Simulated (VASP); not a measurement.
The system is Sb.

```xyz
1
Lattice="-1.7250 1.7250 1.7250 1.7250 -1.7250 1.7250 1.7250 1.7250 -1.7250" Properties=species:S:1:pos:R:3 pbc="T T T"
Sb    0.0000    0.0000    0.0000
```

This isn't the form of Sb at room conditions, which is rhombohedral.

```yaml
Program: VASP 6.6.1
Task: relaxation of cell and atoms
Functional: r2SCAN
Potentials_or_basis: VASP PAW PBE potentials, release 64 (Sb)
Cutoff: 600 eV
k_mesh: 18 × 18 × 18
Occupations: gaussian, width 0.1 eV
Spin: no spin polarisation
```

At the start: pressure 31.9 GPa; volume 20.53 Å³/atom.

Q: Where does the relaxation end?

A: Over 18 steps the energy falls by 496.6 meV/atom and the volume is 26.86 Å³/atom (+30.8 %); space group Im-3m (No. 229, to 0.1 Å) before and after.

Step by step:
| step | energy change (eV) | largest force (eV/Å) | pressure (GPa) | volume (Å³) |
| --- | --- | --- | --- | --- |
| 1 | 0.0000 | 0.0000 | 31.94 | 20.53 |
| 2 | -0.1828 | 0.0000 | -9.26 | 35.26 |
| 3 | -0.4963 | 0.0000 | -0.53 | 27.11 |
| 4 | -0.4966 | 0.0000 | -0.15 | 26.96 |
| 5 | -0.4966 | 0.0000 | 0.19 | 26.82 |
| 6 | -0.4966 | 0.0000 | 0.18 | 26.82 |
| 7 | -0.4966 | 0.0000 | 0.18 | 26.82 |
| 8 | -0.4966 | 0.0000 | 0.18 | 26.82 |
| 9 | -0.4966 | 0.0000 | 0.18 | 26.82 |
| 10 | -0.4966 | 0.0000 | 0.18 | 26.82 |
| 11 | -0.4966 | 0.0000 | 0.18 | 26.82 |
| 12 | -0.4966 | 0.0000 | 0.18 | 26.82 |
| 13 | -0.4966 | 0.0000 | 0.18 | 26.82 |
| 14 | -0.4966 | 0.0000 | 0.17 | 26.83 |
| 15 | -0.4966 | 0.0000 | 0.17 | 26.83 |
| 16 | -0.4966 | 0.0000 | 0.17 | 26.83 |
| 17 | -0.4966 | 0.0000 | 0.15 | 26.84 |
| 18 | -0.4966 | 0.0000 | 0.08 | 26.86 |

Final structure:
```xyz
1
Lattice="-1.8866 1.8866 1.8866 1.8866 -1.8866 1.8866 1.8866 1.8866 -1.8866" Properties=species:S:1:pos:R:3 pbc="T T T"
Sb    0.0000    3.7732    0.0000
```

Caveat: the volume moved by over 15 % at a fixed basis, so the end points are rough; the PAW data sets were made with another functional, which shifts forces and pressure a little.
